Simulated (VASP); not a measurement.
Input of a VASP 6.6.1 run:

Contents of INCAR:

```
SYSTEM = HF
PREC = Accurate
ENCUT = 520
EDIFF = 1E-6
ISMEAR = -1
SIGMA = 0.02
LREAL = Auto
LASPH = .True.
NELM = 100
ALGO = Normal
ISIF = 2
LWAVE = .False.
LCHARG = .False.
GGA = PE
NBANDS = 56
```

The input KPOINTS:

```
Automatic mesh
0
Gamma
  1 1 1
  0 0 0
```

File POSCAR:

```
HF
1.0
    7.6174120000      0.0000000000      0.0000000000
    0.0000000000      7.6174120000      0.0000000000
    0.0000000000      0.0000000000      7.6174120000
F H
10 10
Direct
    0.1010579446      0.1397587527      0.8175873906
    0.1945673938      0.1957095139      0.3252023128
    0.3353107328      0.5677124987      0.1551183000
    0.5645355667      0.6067808857      0.6183596214
    0.8330782161      0.5464191775      0.0189565695
    0.0957805617      0.8706369040      0.5264386382
    1.0170514605     -0.0276603130      0.1098535828
    0.5956747515      1.0985358282      0.5150962033
    0.7969504603     -0.1319214452      0.7425619095
    0.3000362853      0.4005034781      0.8026479334
    0.0424947476      0.2553098086      0.7749744926
    0.2074851669      0.2789792649      0.2291329391
    0.4348589784      0.5973419844      0.2237767893
    0.5034780842      0.5298256153      0.7047012817
    0.8854844664      0.5992980293      0.1145139583
    0.0303777713      0.8399309372      0.6270108536
    1.0481643897      0.0101740591      0.2275707287
    0.4753976810      1.1224022017      0.5162383235
    0.7164506790     -0.2230941427      0.7080094919
    0.2724941227      0.3003776086      0.8685495809
```

Potentials or basis: VASP PAW PBE potentials, release 64 (F, H).

Launch:

```sh
$ cat potpaw_PBE.64/F/POTCAR potpaw_PBE.64/H/POTCAR > POTCAR
$ mpirun -np 1 vasp_gam > vasp.out
```

What does it give for the largest force?

3.690 eV/Å.

What does it give for the pressure?

-1.3 GPa.

Stress tensor (GPa, compression positive):
```
-0.92  0.11  0.01
 0.11 -1.83  0.64
 0.01  0.64 -1.00
```

Caveat: the k points lie up to 0.82 Å⁻¹ apart, too coarse for converged energies, forces and pressures; the atoms stand as in a frame of molecular dynamics.
